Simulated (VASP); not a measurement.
# Zr (P6/mmm) in VASP: a series of runs, part 2 of 2

VASP 6.6.1. The steps go on from the part before.

## 5. Single point, r2SCAN (volume scaled by 1.10, then relaxed in part)

Contents of POSCAR:

```
Zr
1.0
    5.2100669228      0.0000000000      0.0000000000
   -2.6050334614      4.5120503106      0.0000000000
    0.0000000000      0.0000000000      3.2494855986
Zr
3
Direct
    0.6666666667      0.3333333333      0.5000000000
    0.3333333333      0.6666666667      0.5000000000
    0.0000000000      0.0000000000      0.0000000000
```

Contents of INCAR.step1:

```
SYSTEM = Zr
  PREC = Accurate
  ENCUT = 520
  ISMEAR = 0
  SIGMA = 0.1
  LREAL = .FALSE.
  LASPH = .TRUE.
  NELM = 80
  NBANDS = 25
  GGA = PE
  ALGO = Normal
  EDIFF = 1E-4
  LWAVE = .TRUE.
  LCHARG = .FALSE.
```

Contents of INCAR.step2:

```
SYSTEM = Zr
  PREC = Accurate
  ENCUT = 520
  EDIFF = 1E-6
  ISMEAR = 0
  SIGMA = 0.1
  LREAL = .FALSE.
  LASPH = .TRUE.
  NELM = 80
  ALGO = Normal
  ISIF = 2
  LWAVE = .FALSE.
  LCHARG = .TRUE.
  METAGGA = R2SCAN
  LMIXTAU = .TRUE.
  LELF = .TRUE.
  LVHAR = .TRUE.
  NBANDS = 25
  ISTART = 1
```

Contents of KPOINTS:

```
Automatic mesh
0
G
  12 12 14
  0 0 0
```

Potentials or basis: VASP PAW PBE potentials, release 64 (Zr_sv).

Started as:

```console
$ cat potpaw_PBE.64/Zr_sv/POTCAR > POTCAR
$ cp INCAR.step1 INCAR
$ mpirun -np 1 vasp_std > vasp.out
$ cp INCAR.step2 INCAR
$ mpirun -np 1 vasp_std > vasp.out
```

OUTCAR:

```text
SYSTEM = Zr
   PREC = Accurate
   ENCUT = 520
   EDIFF = 1E-6
   ISMEAR = 0
   LREAL = .FALSE.
   LASPH = .TRUE.
   NELM = 80
   ISIF = 2
   METAGGA = R2SCAN
   ISTART = 1

 ion  position               nearest neighbor table
   1  0.667  0.333  0.500-   2 3.01   2 3.01   2 3.01   3 3.42   3 3.42   3 3.42   3 3.42   3 3.42
                             3 3.42
   2  0.333  0.667  0.500-   1 3.01   1 3.01   1 3.01   3 3.42   3 3.42   3 3.42   3 3.42   3 3.42
                             3 3.42
   3  0.000  0.000  0.000-   1 3.42   2 3.42   1 3.42   2 3.42   1 3.42   1 3.42   2 3.42   2 3.42
[... 867 lines left out ...]

 [... further k-points ...]
[... 5 lines left out ...]
  --------------------------------------------------------------------------------------
  -------------------------------------------------------------------------------------
  Total       -3.7903426     -3.7903426     -3.7416492      0.0000000     -0.0000000      0.0000000
  in kB      -79.4981824    -79.4981824    -78.4768921      0.0000000     -0.0000000      0.0000000
  external PRESSURE =     -79.1577523 kB  Pullay stress =       0.0000000 kB

 VOLUME and BASIS-vectors are now :
 -----------------------------------------------------------------------------
  energy-cutoff  :      520.00
  volume of cell :       76.39
      direct lattice vectors                 reciprocal lattice vectors
     5.210066923  0.000000000  0.000000000     0.191936114  0.110814367  0.000000000
    -2.605033461  4.512050311  0.000000000     0.000000000  0.221628734  0.000000000
     0.000000000  0.000000000  3.249485599     0.000000000  0.000000000  0.307741016

 POSITION                                       TOTAL-FORCE (eV/Angst)
 -----------------------------------------------------------------------------------
      2.60503      1.50402      1.62474        -0.000000      0.000000     -0.000000
     -0.00000      3.00803      1.62474         0.000000     -0.000000      0.000000
      0.00000      0.00000      0.00000         0.000000      0.000000      0.000000
 -----------------------------------------------------------------------------------
    total drift:                                0.000000      0.000000      0.000000

  FREE ENERGIE OF THE ION-ELECTRON SYSTEM (eV)
  ---------------------------------------------------
  free  energy   TOTEN  =       -68.1105115383 eV

  energy  without entropy=      -68.0972771189  energy(sigma->0) =      -68.10389433
```

OUTCAR.step1:

```text
SYSTEM = Zr
   PREC = Accurate
   ENCUT = 520
   ISMEAR = 0
   LREAL = .FALSE.
   LASPH = .TRUE.
   NELM = 80
[... 900 lines left out ...]
      2.60503      1.50402      1.62474        -0.000000      0.000000      0.000000
     -0.00000      3.00803      1.62474         0.000000     -0.000000      0.000000
      0.00000      0.00000      0.00000        -0.000000      0.000000      0.000000
 -----------------------------------------------------------------------------------
    total drift:                                0.000000      0.000000      0.000000

  FREE ENERGIE OF THE ION-ELECTRON SYSTEM (eV)
  ---------------------------------------------------
  free  energy   TOTEN  =       -25.3868805183 eV

  energy  without entropy=      -25.3711220886  energy(sigma->0) =      -25.37900130
```

OSZICAR.step1:

```text
N       E                     dE             d eps       ncg     rms          rms(c)
DAV:   1     0.352306792121E+03    0.35231E+03   -0.19467E+04  7600   0.142E+03
DAV:   2    -0.158863742541E+01   -0.35390E+03   -0.34706E+03  8921   0.411E+02
DAV:   3    -0.257196377186E+02   -0.24131E+02   -0.23774E+02 14335   0.779E+01
DAV:   4    -0.266938766414E+02   -0.97424E+00   -0.97091E+00 10200   0.164E+01
DAV:   5    -0.267242688207E+02   -0.30392E-01   -0.30380E-01 11584   0.245E+00    0.152E+01
DAV:   6    -0.256031561529E+02    0.11211E+01   -0.18472E+00  8214   0.918E+00    0.564E+00
DAV:   7    -0.253884701117E+02    0.21469E+00   -0.11433E+00  9967   0.606E+00    0.149E+00
DAV:   8    -0.253854590293E+02    0.30111E-02   -0.15139E-01 10776   0.221E+00    0.120E+00
DAV:   9    -0.253881974214E+02   -0.27384E-02   -0.52797E-02 10235   0.160E+00    0.261E-01
DAV:  10    -0.253868870037E+02    0.13104E-02   -0.87518E-03  9875   0.585E-01    0.440E-02
DAV:  11    -0.253868805183E+02    0.64854E-05   -0.28234E-04  8311   0.105E-01
   1 F= -.25386881E+02 E0= -.25379001E+02  d E =-.157584E-01
```

Wall time 14 min (1 thread of Oxide Virtual Turin-like, shared host); peak memory 0.32 GiB.

What came out:

```
Free energy            : -68.1105 eV
Pressure               : -7.9 GPa
Band gap on the k mesh : zero (band 18 reaches 8.24 eV, above the bottom of band 19 at 7.83 eV)
```

Caveat: the PAW data sets were made with another functional, which shifts forces and pressure a little.

## 6. The runs side by side

```tsv
cell	gap on the mesh (eV)	pressure (GPa)
a = 4.933, b = 4.933, c = 3.097 Å, angles 90.0, 90.0, 120.0°, 3 atoms	none	6.7
a = 5.092, b = 5.092, c = 3.185 Å, angles 90.0, 90.0, 120.0°, 3 atoms	none	-2.8
a = 5.141, b = 5.141, c = 3.216 Å, angles 90.0, 90.0, 120.0°, 3 atoms	none	-5.2
a = 5.210, b = 5.210, c = 3.249 Å, angles 90.0, 90.0, 120.0°, 3 atoms	none	-7.9
```

Alike in all rows: task single point; level r2SCAN; potentials or basis VASP PAW PBE potentials, release 64 (Zr_sv); no spin polarisation; k mesh 12 × 12 × 14; cutoff (eV) 520; smearing gaussian 0.1 eV.

Caveats: the PAW data sets were made with another functional, which shifts forces and pressure a little.

Absolute energies hang on the potentials; compare differences alone.
